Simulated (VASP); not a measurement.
Input of a VASP 6.6.1 run:

POSCAR

```
AgI
1.0
    4.4637626709      0.0000000000      0.0000000000
   -2.2318813355      3.8657318695      0.0000000000
    0.0000000000      0.0000000000      7.4251858330
Ag I
2 2
Direct
    0.6666666667      0.3333333333      0.6304312685
    0.3333333333      0.6666666667      0.1304312685
    0.6666666667      0.3333333333     -0.0004312685
    0.3333333333      0.6666666667      0.4995687315
```

The input INCAR.step1:

```
  PREC = Accurate
  ENCUT = 550
  ISMEAR = 0
  SIGMA = 0.01
  LREAL = False
  LASPH = True
  NELM = 120
  NBANDS = 26
  GGA = PE
  ALGO = Normal
  EDIFF = 1E-5
  LWAVE = True
  LCHARG = False
  GGA_COMPAT = False
```

File INCAR.step2:

```
  PREC = Accurate
  ENCUT = 550
  EDIFF = 1E-6
  ISMEAR = 0
  SIGMA = 0.01
  LREAL = False
  LASPH = True
  NELM = 120
  ALGO = Normal
  ISIF = 2
  LWAVE = False
  LCHARG = False
  METAGGA = R2SCAN
  LMIXTAU = True
  NBANDS = 26
  ISTART = 1
  GGA_COMPAT = False
```

File KPOINTS:

```
Automatic mesh
0
Gamma
  6 6 4
```

Potentials or basis: VASP PAW PBE potentials, release 64 (Ag, I).

Run with:

```bash
$ cat potpaw_PBE.64/Ag/POTCAR potpaw_PBE.64/I/POTCAR > POTCAR
$ cp INCAR.step1 INCAR
$ mpirun -np 1 vasp_std > vasp.out
$ cp INCAR.step2 INCAR
$ mpirun -np 1 vasp_std > vasp.out
```

Question: Predict the pressure.

Answer: 3.8 GPa.

Question: Estimate the band gap on the k mesh.

Answer: 1.83 eV.

Caveat: the cell stands under pressure; the PAW data sets were made with another functional, which shifts forces and pressure a little; spin-orbit coupling is left out, which moves the levels of the heavy elements.
